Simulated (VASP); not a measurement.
Write the native input for VASP 6.6.1 that does the following.

- Task: single point
- Functional: PBE
- Potentials or basis: VASP PAW PBE potentials, release 64 (In_d)
- Cutoff: 520 eV
- k mesh: 14 × 14 × 8
- Occupations: fermi-dirac, width 0.05 eV
- Spin: no spin polarisation
- Dipole correction: no
- Further INCAR settings: ALGO = Normal; EDIFF = 1e-06; NBANDS = 20

The structure of In lies in POSCAR:

```
In
1.0
    3.3665953807      0.0000000000      0.0000000000
   -1.6832976903      2.9155571240      0.0000000000
    0.0000000000      0.0000000000      5.6499333663
In
2
Direct
    0.3333333333      0.6666666667      0.2500000000
    0.6666666667      0.3333333333      0.7500000000
```

The input as run:

INCAR

```
SYSTEM = In
PREC = Accurate
ENCUT = 520
EDIFF = 1E-6
ISMEAR = -1
SIGMA = 0.05
LREAL = .False.
LASPH = .True.
NELM = 80
ALGO = Normal
ISIF = 2
LWAVE = .False.
LCHARG = .False.
GGA = PE
NBANDS = 20
```

KPOINTS

```
regular mesh
0
Gamma
  14 14 8
  0 0 0
```

Potentials or basis: VASP PAW PBE potentials, release 64 (In_d).

Launch:

```sh
$ cat potpaw_PBE.64/In_d/POTCAR > POTCAR
$ mpirun -np 1 vasp_std > vasp.out
```

It gave:

```yaml
Pressure: 0.0 GPa
Band_gap_on_the_k_mesh: zero (band 13 reaches 10.16 eV, above the bottom of band 14 at 4.40 eV)
```

Caveat: spin-orbit coupling is left out, which moves the levels of the heavy elements.

Wall time 45 s on 1 thread of Intel(R) Xeon(R) 6975P-C (Granite Rapids), with other jobs on the host, peak memory 0.24 GiB.
